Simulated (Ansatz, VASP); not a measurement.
NaCl in VASP and in Ansatz

The input INCAR:

```
SYSTEM = NaCl
PREC = Accurate
ENCUT = 520
EDIFF = 1E-6
ISMEAR = 0
SIGMA = 0.01
LREAL = .FALSE.
LASPH = .TRUE.
NELM = 80
ALGO = Normal
ISIF = 2
LWAVE = .FALSE.
LCHARG = .TRUE.
GGA = PE
LELF = .TRUE.
LVHAR = .TRUE.
NBANDS = 14
```

The input KPOINTS:

```
regular mesh
0
G
  6 6 6
  0 0 0
```

Contents of POSCAR:

```
NaCl
1.0
    0.0000000000      3.0872727775      3.0872727775
    3.0872727775      0.0000000000      3.0872727775
    3.0872727775      3.0872727775      0.0000000000
Na Cl
1 1
Direct
    0.0000000000      0.0000000000      0.0000000000
    0.2500000000      0.2500000000      0.2500000000
```

Input for Ansatz:

```yaml
crystal:
  lattice:
    - [0.0, 3.0872727775, 3.0872727775]
    - [3.0872727775, 0.0, 3.0872727775]
    - [3.0872727775, 3.0872727775, 0.0]
  atoms:
    - { symbol: Na, position: [0.0, 0.0, 0.0] }
    - { symbol: Cl, position: [0.25, 0.25, 0.25] }
kpoints:
  mp_grid: { grid: [6, 6, 6] }
hamiltonian:
  xc: pbe
scf:
  occupations: { method: fixed }
output:
  optics:
    e_range: [0, 20]
    de: 0.05
    sigma: 0.1
    bands: { spectra_wanted_up_to: 20 }
    scissors: 1.305
```

Alike in both runs: task single point; functional PBE; k mesh 6 × 6 × 6; no spin polarisation.

|  | VASP | Ansatz |
| --- | --- | --- |
| version | VASP 6.6.1 | Ansatz 0.2.0 |
| potentials or method | VASP PAW PBE potentials, release 64 (Na_pv, Cl) | plane waves, PAW |
| plane-wave cutoff (eV) | 520 | 420 |
| occupations | gaussian, width 0.01 eV | fixed |
| valence electrons in the cell | 14 | 16 |

```tsv
	VASP	Ansatz	Ansatz less VASP
gap on the k mesh at the Fermi level (eV)	4.94	4.94	+0.001
```

VASP's potentials hold 14 valence electrons a cell and Ansatz's 16, so a difference there can come from the potentials and not from the codes.
